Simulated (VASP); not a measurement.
# InP (F-43m) in VASP: a series of runs, part 2 of 2

VASP 6.6.1.

## 4. Relaxation of cell and atoms, PBE, target pressure 4 GPa, at which the enthalpy is minimised

Input file INCAR:

```
SYSTEM = InP
PREC     = Accurate       ! precision mode
ENCUT    = 600            ! plane-wave cutoff, eV
EDIFF    = 1E-6           ! SCF threshold, eV
ISMEAR   = 0              ! smearing method
SIGMA    = 0.01           ! smearing width, eV
LREAL    = .FALSE.        ! projectors in reciprocal space
LASPH    = .TRUE.         ! aspherical terms in the spheres
NELM     = 60             ! most SCF steps
ALGO     = Normal         ! electronic algorithm
ISIF     = 3              ! what is computed and relaxed
LWAVE    = .FALSE.        ! write WAVECAR
LCHARG   = .FALSE.        ! write CHGCAR
GGA      = PE             ! functional
IBRION   = 2              ! ionic algorithm
NSW      = 50             ! ionic steps
EDIFFG   = -0.02          ! ionic threshold
PSTRESS  = 40.0
```

Input file KPOINTS:

```
Automatic mesh
0
G
  6 6 6
  0 0 0
```

Input file POSCAR:

```
InP
1.0
    4.1443530000      0.0000000000      0.0000000000
    2.0721765000      3.5891149803      0.0000000000
    2.0721765000      1.1963716601      3.3838500547
In P
1 1
Direct
    0.0000000000      0.0000000000      0.0000000000
    0.2500000000      0.2500000000      0.2500000000
```

Potentials or basis: VASP PAW PBE potentials, release 64 (In_d, P).

Command:

```sh
cat potpaw_PBE.64/In_d/POTCAR potpaw_PBE.64/P/POTCAR > POTCAR
mpirun -np 1 vasp_std > vasp.out
```

OUTCAR:

```text
SYSTEM = InP
   PREC = Accurate
   ENCUT = 600
   EDIFF = 1E-6
   ISMEAR = 0
   LREAL = .FALSE.
   LASPH = .TRUE.
   NELM = 60
   ISIF = 3
   GGA = PE
   IBRION = 2
   NSW = 50
   EDIFFG = -0.02
   PSTRESS = 40.0

 ion  position               nearest neighbor table
   1  0.000  0.000  0.000-   2 2.54   2 2.54   2 2.54   2 2.54
   2  0.250  0.250  0.250-   1 2.54   1 2.54   1 2.54   1 2.54

  LATTYP: Found a face centered cubic cell.
 ALAT       =     5.8610002199

  Lattice vectors:

 A1 = (   4.1443530000,   0.0000000000,   0.0000000000)
 A2 = (   2.0721765000,   3.5891149803,   0.0000000000)
 A3 = (   2.0721765000,   1.1963716601,   3.3838500547)

Analysis of symmetry for initial positions (statically):
=====================================================================
 Subroutine PRICEL returns:
 Original cell was already a primitive cell.

 Routine SETGRP: Setting up the symmetry group for a
 face centered cubic supercell.

 Subroutine GETGRP returns: Found 24 space group operations
 (whereof 24 operations were pure point group operations)
[... 144 lines left out ...]
 NGX is ok and might be reduce to    36
   NGX = 17   NGY = 17   NGZ = 17

--------------------------------------- Ionic step        1  -------------------------------------------

 number of electron      17.9999998 magnetization

 Free energy of the ion-electron system (eV)
  ---------------------------------------------------
  ext. energy  EPLUGINS =         0.00000000
  ---------------------------------------------------
  free energy    TOTEN  =        -8.37018012 eV

  energy without entropy =       -8.37018012  energy(sigma->0) =       -8.37018012

------------------------ aborting loop because EDIFF is reached ----------------------------------------

  FORCE on cell =-STRESS in cart. coord.  units (eV):
  Direction    XX          YY          ZZ          XY          YZ          ZX
  --------------------------------------------------------------------------------------
  -------------------------------------------------------------------------------------
  Total        1.0363663      1.0363663      1.0363663     -0.0000000     -0.0000000     -0.0000000
  in kB       32.9889622     32.9889622     32.9889622     -0.0000000     -0.0000000     -0.0000000
  external PRESSURE =      -7.0110378 kB  Pullay stress =      40.0000000 kB
[... 63 lines left out ...]
--------------------------------------- Ionic step        3  -------------------------------------------

 number of electron      18.0000000 magnetization

 Free energy of the ion-electron system (eV)
  ---------------------------------------------------
  ext. energy  EPLUGINS =         0.00000000
  ---------------------------------------------------
  free energy    TOTEN  =        -8.35982645 eV

  energy without entropy =       -8.35982645  energy(sigma->0) =       -8.35982645

 E-fermi :   5.4019     XC(G=0):  -9.3203

 val. band max:        5.2952939809   @ k =   0.0000   0.0000   0.0000
 cond. band min:       6.0548126714   @ k =   0.0000   0.0000   0.0000
 fundamental gap:      0.7595186905
 Fermi energy:         5.4019099067

 k-point     1 :       0.0000    0.0000    0.0000
  band No.  band energies     occupation
      1      -8.9164      2.00000
      2      -8.9164      2.00000
      3      -8.9164      2.00000
      4      -8.7600      2.00000
      5      -8.7600      2.00000
      6      -6.2853      2.00000
      7       5.2953      2.00000
      8       5.2953      2.00000
      9       5.2953      2.00000
     10       6.0548      0.00000
     11       9.3824      0.00000
     12       9.3824      0.00000
     13       9.3824      0.00000
[... 271 lines left out ...]
  energy  without entropy=       -8.3598264515  energy(sigma->0) =       -8.35982645

  enthalpy is  TOTEN    =        -7.1145492759 eV   P V=        1.2452771756

 reached required accuracy - stopping structural energy minimisation
```

OSZICAR:

```text
N       E                     dE             d eps       ncg     rms          rms(c)
DAV:   1     0.116076176604E+03    0.11608E+03   -0.93463E+03   416   0.173E+03
DAV:   2    -0.480667400926E+00   -0.11656E+03   -0.11312E+03   431   0.344E+02
DAV:   3    -0.857115385305E+01   -0.80905E+01   -0.80414E+01   554   0.925E+01
[... 25 lines left out ...]
DAV:   4    -0.835986309322E+01    0.65859E-05   -0.15421E-04   444   0.136E-01    0.931E-02
DAV:   5    -0.835983174379E+01    0.31349E-04   -0.19721E-05   532   0.465E-02    0.342E-02
DAV:   6    -0.835982515516E+01    0.65886E-05   -0.77205E-06   639   0.345E-02    0.868E-03
DAV:   7    -0.835982626256E+01   -0.11074E-05   -0.76226E-07   258   0.146E-02    0.132E-03
DAV:   8    -0.835982645152E+01   -0.18896E-06   -0.27691E-07   233   0.102E-02
   3 F= -.71145493E+01 E0= -.71145493E+01  d E =-.991078E-03
```

CONTCAR:

```text
InP
   1.00000000000000
     4.1318435832393670   -0.0000000000000000   -0.0000000000000000
     2.0659217916196835    3.5782815076000283   -0.0000000000000000
     2.0659217916196835    1.1927605025333428    3.3736361586866201
  In              P
     1     1
Direct
     0.0000000000000000    0.0000000000000000    0.0000000000000000
     0.2500000000000000    0.2500000000000000    0.2500000000000000

  0.00000000E+00  0.00000000E+00  0.00000000E+00
  0.00000000E+00  0.00000000E+00  0.00000000E+00
```

It took 53 s on 1 thread of Intel Xeon Platinum 8488C (Sapphire Rapids), shared host; peak memory 0.21 GiB.

What came out:

```
Free energy                                            : -8.3598 eV
Relaxed volume                                         : 24.94 Å³/atom
Relaxed cell                                           : a = 4.132 Å, b = 4.132 Å, c = 4.132 Å, α = 60.00°, β = 60.00°, γ = 60.00°
Space group after relaxing (to 0.05 Å)                 : F-43m (No. 216)
Energy change on relaxing (the enthalpy is what falls) : +5.2 meV/atom
Ionic steps                                            : 3
Pressure after relaxing                                : 4.0 GPa
Band gap on the k mesh                                 : 0.76 eV, direct
```

Step by step:
| step | energy change (eV) | largest force (eV/Å) | pressure (GPa) | volume (Å³) |
| --- | --- | --- | --- | --- |
| 1 | 0.0000 | 0.0000 | 3.30 | 50.33 |
| 2 | 0.0195 | 0.0000 | 4.55 | 49.54 |
| 3 | 0.0104 | 0.0000 | 4.00 | 49.88 |

Final structure:
```yaml
crystal:
  lattice:
    - [4.13184, 0.00000, 0.00000]
    - [2.06592, 3.57828, 0.00000]
    - [2.06592, 1.19276, 3.37364]
  atoms:
    - { symbol: In, position: [0.00000, 0.00000, 0.00000] }
    - { symbol: P, position: [0.25000, 0.25000, 0.25000] }
```

Levels at points of the mesh, in eV from the valence-band top:
```
           k point  band 5  band 6  band 7  band 8  band 9  band 10  band 11  band 12  band 13
(0.00, 0.00, 0.00)  -14.06  -11.58    0.00    0.00    0.00     0.76     4.09     4.09     4.09
(0.50, 0.00, 0.00)  -14.04   -9.83   -5.78   -0.99   -0.99     1.52     4.81     4.81     7.12
(0.50, 0.50, 0.00)  -14.02   -9.16   -5.79   -2.35   -2.35     1.74     2.26     9.27     9.65
```

Caveat: the cell is relaxed towards a set pressure, so the enthalpy falls and the energy may rise; spin-orbit coupling is left out, which moves the levels of the heavy elements. PBE gaps usually lie below the measured ones, often by a third to a half.

## 5. Relaxation of cell and atoms, PBE, target pressure 6 GPa, at which the enthalpy is minimised

Input file INCAR:

```
PREC     = Accurate       # precision mode
ENCUT    = 600            # plane-wave cutoff, eV
EDIFF    = 1E-6           # SCF threshold, eV
ISMEAR   = 0              # smearing method
SIGMA    = 0.01           # smearing width, eV
LREAL    = F              # projectors in reciprocal space
LASPH    = T              # aspherical terms in the spheres
NELM     = 60             # most SCF steps
ALGO     = Normal         # electronic algorithm
ISIF     = 3              # what is computed and relaxed
LWAVE    = F              # write WAVECAR
LCHARG   = F              # write CHGCAR
GGA      = PE             # functional
IBRION   = 2              # ionic algorithm
NSW      = 50             # ionic steps
EDIFFG   = -0.02          # ionic threshold
PSTRESS  = 60.0
```

Input file KPOINTS:

```
Automatic mesh
0
Gamma
  6 6 6
```

POSCAR is that of step 4.

Potentials or basis: VASP PAW PBE potentials, release 64 (In_d, P).

Command:

```sh
cat potpaw_PBE.64/In_d/POTCAR potpaw_PBE.64/P/POTCAR > POTCAR
mpirun -np 1 vasp_std > vasp.out
```

OUTCAR:

```text
PREC = Accurate
   ENCUT = 600
   EDIFF = 1E-6
   ISMEAR = 0
   LREAL = F
   LASPH = T
   NELM = 60
   ISIF = 3
   GGA = PE
   IBRION = 2
   NSW = 50
   EDIFFG = -0.02
   PSTRESS = 60.0

 ion  position               nearest neighbor table
   1  0.000  0.000  0.000-   2 2.54   2 2.54   2 2.54   2 2.54
   2  0.250  0.250  0.250-   1 2.54   1 2.54   1 2.54   1 2.54

  LATTYP: Found a face centered cubic cell.
 ALAT       =     5.8610002199

  Lattice vectors:

 A1 = (   4.1443530000,   0.0000000000,   0.0000000000)
 A2 = (   2.0721765000,   3.5891149803,   0.0000000000)
[... 174 lines left out ...]
  Direction    XX          YY          ZZ          XY          YZ          ZX
  --------------------------------------------------------------------------------------
  -------------------------------------------------------------------------------------
  Total        1.0363663      1.0363663      1.0363663     -0.0000000     -0.0000000     -0.0000000
  in kB       32.9889622     32.9889622     32.9889622     -0.0000000     -0.0000000     -0.0000000
  external PRESSURE =     -27.0110378 kB  Pullay stress =      60.0000000 kB
[... 63 lines left out ...]
--------------------------------------- Ionic step        3  -------------------------------------------

 number of electron      18.0000003 magnetization

 Free energy of the ion-electron system (eV)
  ---------------------------------------------------
  ext. energy  EPLUGINS =         0.00000000
  ---------------------------------------------------
  free energy    TOTEN  =        -8.32266114 eV

  energy without entropy =       -8.32266114  energy(sigma->0) =       -8.32266114

 E-fermi :   5.6674     XC(G=0):  -9.4291

 val. band max:        5.5683125930   @ k =   0.0000   0.0000   0.0000
 cond. band min:       6.4599617046   @ k =   0.0000   0.0000   0.0000
 fundamental gap:      0.8916491116
 Fermi energy:         5.6673746624

 k-point     1 :       0.0000    0.0000    0.0000
  band No.  band energies     occupation
      1      -8.6965      2.00000
      2      -8.6965      2.00000
      3      -8.6965      2.00000
      4      -8.5273      2.00000
      5      -8.5273      2.00000
      6      -6.1842      2.00000
      7       5.5683      2.00000
      8       5.5683      2.00000
      9       5.5683      2.00000
     10       6.4600      0.00000
     11       9.6524      0.00000
     12       9.6524      0.00000
     13       9.6524      0.00000
[... 271 lines left out ...]
  energy  without entropy=       -8.3226611443  energy(sigma->0) =       -8.32266114

  enthalpy is  TOTEN    =        -6.4995882835 eV   P V=        1.8230728608

 reached required accuracy - stopping structural energy minimisation
```

Run time: 58 s. Hardware: 1 thread of Intel Xeon Platinum 8488C (Sapphire Rapids), shared host; peak memory 0.21 GiB.

What came out:

| Item | Value |
| --- | --- |
| Free energy | -8.3227 eV |
| Relaxed volume | 24.34 Å³/atom |
| Relaxed cell | a = 4.099 Å, b = 4.099 Å, c = 4.099 Å, α = 60.00°, β = 60.00°, γ = 60.00° |
| Space group after relaxing (to 0.05 Å) | F-43m (No. 216) |
| Energy change on relaxing (the enthalpy is what falls) | +23.8 meV/atom |
| Ionic steps | 3 |
| Pressure after relaxing | 6.0 GPa |
| Band gap on the k mesh | 0.89 eV, direct |

The path:
```tsv
step	energy change (eV)	largest force (eV/Å)	pressure (GPa)	volume (Å³)
1	0.0000	0.0000	3.30	50.33
2	0.1100	0.0000	8.64	47.31
3	0.0475	0.0000	5.99	48.68
```

Final structure:
```
CELL_PARAMETERS angstrom
4.09851 0.00000 0.00000
2.04926 3.54941 0.00000
2.04926 1.18314 3.34642
ATOMIC_POSITIONS crystal
In 0.00000 0.00000 0.00000
P 0.25000 0.25000 0.25000
```

Levels at points of the mesh, in eV from the valence-band top:
```
           k point  band 7  band 8  band 9  band 10  band 11  band 12
(0.00, 0.00, 0.00)    0.00    0.00    0.00     0.89     4.08     4.08
(0.50, 0.00, 0.00)   -5.91   -1.02   -1.02     1.58     4.81     4.81
(0.50, 0.50, 0.00)   -5.90   -2.44   -2.44     1.70     2.26     9.43
```

Caveat: the cell is relaxed towards a set pressure, so the enthalpy falls and the energy may rise; spin-orbit coupling is left out, which moves the levels of the heavy elements.

## 6. Relaxation of cell and atoms, PBE, target pressure 8 GPa, at which the enthalpy is minimised

Input file INCAR:

```
  ALGO = Normal
  EDIFF = 1E-7
  EDIFFG = -0.02
  ENCUT = 600
  GGA = PE
  IBRION = 2
  ISIF = 3
  ISMEAR = 0
  LASPH = True
  LCHARG = False
  LREAL = False
  LWAVE = False
  NELM = 60
  NSW = 50
  PREC = Accurate
  PSTRESS = 80.0
  SIGMA = 0.01
```

Input file KPOINTS:

```
k-points
0
Gamma
  6 6 6
```

POSCAR is that of step 5.

Potentials or basis: VASP PAW PBE potentials, release 64 (In_d, P).

Command:

```sh
cat potpaw_PBE.64/In_d/POTCAR potpaw_PBE.64/P/POTCAR > POTCAR
mpirun -np 1 vasp_std > vasp.out
```

It took 63 s on 1 thread of Intel Xeon Platinum 8488C (Sapphire Rapids), shared host; peak memory 0.21 GiB.

Results (log left out):

| Quantity | Value |
| --- | --- |
| Free energy | -8.2771 eV |
| Relaxed volume | 23.82 Å³/atom |
| Relaxed cell | a = 4.069 Å, b = 4.069 Å, c = 4.069 Å, α = 60.00°, β = 60.00°, γ = 60.00° |
| Space group after relaxing (to 0.05 Å) | F-43m (No. 216) |
| Energy change on relaxing (the enthalpy is what falls) | +46.5 meV/atom |
| Ionic steps | 3 |
| Pressure after relaxing | 7.9 GPa |
| Band gap on the k mesh | 1.01 eV, direct |

The path:
| step | energy change (eV) | largest force (eV/Å) | pressure (GPa) | volume (Å³) |
| --- | --- | --- | --- | --- |
| 1 | 0.0000 | 0.0000 | 3.31 | 50.33 |
| 2 | 0.2575 | 0.0000 | 13.58 | 45.16 |
| 3 | 0.0931 | 0.0000 | 7.95 | 47.63 |

Final structure:
```
In P
1.0
     4.06886    0.00000    0.00000
     2.03443    3.52373    0.00000
     2.03443    1.17458    3.32221
In P
1 1
Direct
  0.00000 0.00000 0.00000
  0.25000 0.25000 0.25000
```

Levels at points of the mesh, in eV from the valence-band top:
```csv
k point,band 5,band 6,band 7,band 8,band 9,band 10,band 11,band 12,band 13
"(0.00, 0.00, 0.00)",-14.14,-11.91,0.00,0.00,0.00,1.01,4.08,4.08,4.08
"(0.50, 0.00, 0.00)",-14.12,-10.00,-6.04,-1.06,-1.06,1.63,4.81,4.81,7.20
"(0.50, 0.50, 0.00)",-14.09,-9.28,-6.00,-2.52,-2.52,1.66,2.25,9.57,9.96
```

Caveat: the cell is relaxed towards a set pressure, so the enthalpy falls and the energy may rise; spin-orbit coupling is left out, which moves the levels of the heavy elements. Expect the measured gap to be larger: semilocal functionals such as PBE lack the derivative discontinuity.

## 7. Summary

```tsv
cell	gap on the mesh (eV)	pressure (GPa)
relaxed	0.44	0.0
relaxed to 2 GPa	0.61	2.0
relaxed to 4 GPa	0.76	4.0
relaxed to 6 GPa	0.89	6.0
relaxed to 8 GPa	1.01	7.9
```

Alike in all rows: task relaxation of cell and atoms; level PBE; potentials or basis VASP PAW PBE potentials, release 64 (In_d, P); no spin polarisation; k mesh 6 × 6 × 6; cutoff (eV) 600; smearing gaussian 0.01 eV.

Caveats: spin-orbit coupling is left out, which moves the levels of the heavy elements; the cell is relaxed towards a set pressure, so the enthalpy falls and the energy may rise (some runs).

Absolute energies hang on the potentials; compare differences alone.
